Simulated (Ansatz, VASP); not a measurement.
# Ca: VASP beside Ansatz

Contents of INCAR:

```
PREC = Accurate
ENCUT = 520
EDIFF = 1E-6
ISMEAR = 1
SIGMA = 0.6
LREAL = False
LASPH = True
NELM = 80
ALGO = Normal
ISIF = 2
LWAVE = False
LCHARG = True
GGA = CA
LELF = True
LVHAR = True
NBANDS = 11
```

KPOINTS

```
regular mesh
0
Gamma
  10 10 10
```

The input POSCAR:

```
Ca
1.0
    0.0000000000      2.6714532750      2.6714532750
    2.6714532750      0.0000000000      2.6714532750
    2.6714532750      2.6714532750      0.0000000000
Ca
1
Direct
    0.0000000000      0.0000000000      0.0000000000
```

Input for Ansatz:

```yaml
crystal:
  lattice:
    - [0.0, 2.671453275, 2.671453275]
    - [2.671453275, 0.0, 2.671453275]
    - [2.671453275, 2.671453275, 0.0]
  atoms:
    - { symbol: Ca, position: [0.0, 0.0, 0.0] }
hamiltonian:
  xc: lda
  pseudopotentials:
    kind: paw
    azcp:
      Ca: "pseudopotentials/Ca.paw.azcp"
basis:
  ecutwfc: 420
  fft_grid_basis: typed
kpoints:
  mp_grid: { grid: [10, 10, 10], shift: [0, 0, 0] }
magnetization:
  spin_polarized: false
scf:
  occupations: { method: methfessel_paxton, width: 0.6 }
  lower_state_search: "off"
output:
  stress: true
```

Alike in both runs: task single point; functional LDA; k mesh 10 × 10 × 10; occupations methfessel-paxton of order 1, width 0.6 eV; no spin polarisation.

|  | VASP | Ansatz |
| --- | --- | --- |
| version | VASP 6.6.1 | Ansatz 0.2.0 |
| potentials or method | VASP PAW LDA potentials, release 64 (Ca_sv), cutoff 520 eV | plane waves (420 eV) with PAW, scalar-relativistic |
| valence electrons in the cell | 10 | 10 |

```tsv
	VASP	Ansatz	Ansatz less VASP
pressure (GPa)	0.0	0.0	0.00
```

Ansatz warns that its potentials were made for another functional, while VASP's fit it. LDA's correlation is that of Perdew and Zunger in VASP and of Perdew and Wang (1992) in Ansatz.
